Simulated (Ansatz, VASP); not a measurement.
## C: VASP beside Ansatz

Contents of INCAR:

```
  PREC = Accurate
  ENCUT = 520
  EDIFF = 1E-6
  ISMEAR = 0
  SIGMA = 0.05
  LREAL = False
  LASPH = True
  NELM = 60
  ALGO = Normal
  ISIF = 2
  LWAVE = False
  LCHARG = True
  GGA = PE
  LELF = True
  LVHAR = True
  NBANDS = 36
```

The input KPOINTS:

```
regular mesh
0
Gamma
  12 12 2
```

The input POSCAR:

```
C
1.0
    2.4953402903      0.1386300161      0.1386300161
   -1.1276130295      2.0917130744      0.0507421076
    0.6836011873      0.6836011873     12.3048213715
C
12
Direct
    0.0000000000      0.0000000000      0.1868593266
    0.0000000000      0.0000000000      0.6868593266
    0.0000000000      0.0000000000      0.3131406734
    0.0000000000      0.0000000000      0.8131406734
    0.3333333333      0.6666666667      0.5207665411
    0.6666666667      0.3333333333      0.0207665411
    0.3333333333      0.6666666667      0.9792334589
    0.6666666667      0.3333333333      0.4792334589
    0.3333333333      0.6666666667      0.6450950823
    0.6666666667      0.3333333333      0.1450950823
    0.3333333333      0.6666666667      0.8549049177
    0.6666666667      0.3333333333      0.3549049177
```

Input for Ansatz:

```yaml
crystal:
  lattice:
    - [2.4953402903, 0.1386300161, 0.1386300161]
    - [-1.1276130295, 2.0917130744, 0.0507421076]
    - [0.6836011873, 0.6836011873, 12.3048213715]
  atoms:
    - { symbol: C, position: [0.0, 0.0, 0.1868593266] }
    - { symbol: C, position: [0.0, 0.0, 0.6868593266] }
    - { symbol: C, position: [0.0, 0.0, 0.3131406734] }
    - { symbol: C, position: [0.0, 0.0, 0.8131406734] }
    - { symbol: C, position: [0.3333333333, 0.6666666667, 0.5207665411] }
    - { symbol: C, position: [0.6666666667, 0.3333333333, 0.0207665411] }
    - { symbol: C, position: [0.3333333333, 0.6666666667, 0.9792334589] }
    - { symbol: C, position: [0.6666666667, 0.3333333333, 0.4792334589] }
    - { symbol: C, position: [0.3333333333, 0.6666666667, 0.6450950823] }
    - { symbol: C, position: [0.6666666667, 0.3333333333, 0.1450950823] }
    - { symbol: C, position: [0.3333333333, 0.6666666667, 0.8549049177] }
    - { symbol: C, position: [0.6666666667, 0.3333333333, 0.3549049177] }
basis:
  ecutwfc: 520.0
kpoints:
  mp_grid: { grid: [12, 12, 2] }
hamiltonian:
  xc: pbe
  pseudopotentials: { kind: paw, azcp: { folder: soft_1 } }
scf:
  occupations: { method: gaussian, width: 0.05 }
output:
  forces: true
  stress: true
  eigenvalues: true
```

Change from the starting cell: equal engineering shear yz, xz and xy +0.1100, equal normal strain along x, y and z -0.0100.

Alike in both runs: task single point; functional PBE; k mesh 12 × 12 × 2; occupations gaussian, width 0.05 eV; no spin polarisation.

|  | VASP | Ansatz |
| --- | --- | --- |
| version | VASP 6.6.1 | Ansatz 0.2.0 |
| potentials or method | VASP PAW PBE potentials, release 64 (C), cutoff 520 eV | scalar-relativistic, plane waves, PAW |
| valence electrons in the cell | 48 | 48 |

```csv
,VASP,Ansatz,Ansatz less VASP
gap on the k mesh at the Fermi level (eV),2.13,2.13,+0.007
least direct gap on the mesh (eV),2.33,2.33,+0.001
pressure (GPa),26.0,25.2,-0.78
"traceless stress, the component that is largest in VASP (GPa)",-63.11,-62.89,+0.227
rms of the force components (eV/Å),0.377,0.368,-0.0085
```

Atom by atom the forces differ by 0.018 eV/Å (rms over components).
